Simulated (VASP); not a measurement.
Write the native input for VASP 6.6.1 that does the following.

| Quantity | Value |
| --- | --- |
| Task | single point |
| Functional | PBE |
| Potentials or basis | VASP PAW PBE potentials, release 64 (Li_sv, Hg, S) |
| Cutoff | 520 eV |
| k mesh | 14 × 14 × 10 |
| Occupations | gaussian, width 0.1 eV |
| Spin | no spin polarisation |
| Dipole correction | no |
| Further INCAR settings | ALGO = Normal; EDIFF = 1e-06; NBANDS = 18 |

The structure of LiHgS lies in POSCAR:

```
LiHgS
1.0
    3.6452581404      0.0000000000      0.0000000000
    0.0000000000      3.6452581404      0.0000000000
    0.0000000000      0.0000000000      5.1954913036
Li Hg S
1 1 1
Direct
    0.5000000000      0.5000000000      0.5000000000
    0.0000000000      0.0000000000      0.0000000000
    0.0000000000      0.0000000000      0.5000000000
```

These files were run (other wordings do the same):

INCAR

```
ALGO = Normal ; EDIFF = 1E-6
ENCUT = 520 ; GGA = PE
ISIF = 2 ; ISMEAR = 0
LASPH = T ; LCHARG = T
LELF = T ; LREAL = F
LVHAR = T ; LWAVE = F
NBANDS = 18 ; NELM = 100
PREC = Accurate ; SIGMA = 0.1
```

KPOINTS

```
k-points
0
Gamma
  14 14 10
```

Potentials or basis: VASP PAW PBE potentials, release 64 (Li_sv, Hg, S).

The run is started by

```sh
$ cat potpaw_PBE.64/Li_sv/POTCAR potpaw_PBE.64/Hg/POTCAR potpaw_PBE.64/S/POTCAR > POTCAR
$ mpirun -np 1 vasp_std > vasp.out
```

It took 81 s on 1 thread of Intel(R) Xeon(R) 6975P-C (Granite Rapids), on a shared host, peak memory 0.39 GiB.
